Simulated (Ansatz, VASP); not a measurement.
# CdS: VASP beside Ansatz

```xyz
2
Lattice="0.0000 2.9165 2.9165 2.9165 0.0000 2.9165 2.9165 2.9165 0.0000" Properties=species:S:1:pos:R:3 pbc="T T T"
Cd    0.0000    0.0000    0.0000
S     1.4583    1.4583    1.4583
```

Alike in both runs: task relaxation of cell and atoms; functional PBEsol; k mesh 8 × 8 × 8; occupations fermi-dirac, width 0.02 eV; no spin polarisation.

|  | VASP | Ansatz |
| --- | --- | --- |
| version | VASP 6.6.1 | Ansatz 0.2.0 |
| potentials or method | VASP PAW PBE potentials, release 64 (Cd, S), cutoff 600 eV | PAW plane waves |
| valence electrons in the cell | 18 | 26 |

```csv
,VASP,Ansatz,Ansatz less VASP
"gap on the k mesh at the Fermi level, each at its own relaxed structure (eV)",1.00,1.01,+0.006
relaxed volume (Å³/atom),24.86,24.71,-0.152
relaxed cell length with the largest relative difference (Å),4.127,4.119,-0.0084
```

VASP's potentials were made for PBE, not for PBEsol, and Ansatz warns of the same on its side. VASP's potentials hold 18 valence electrons a cell and Ansatz's 26, so a difference there can come from the potentials and not from the codes.
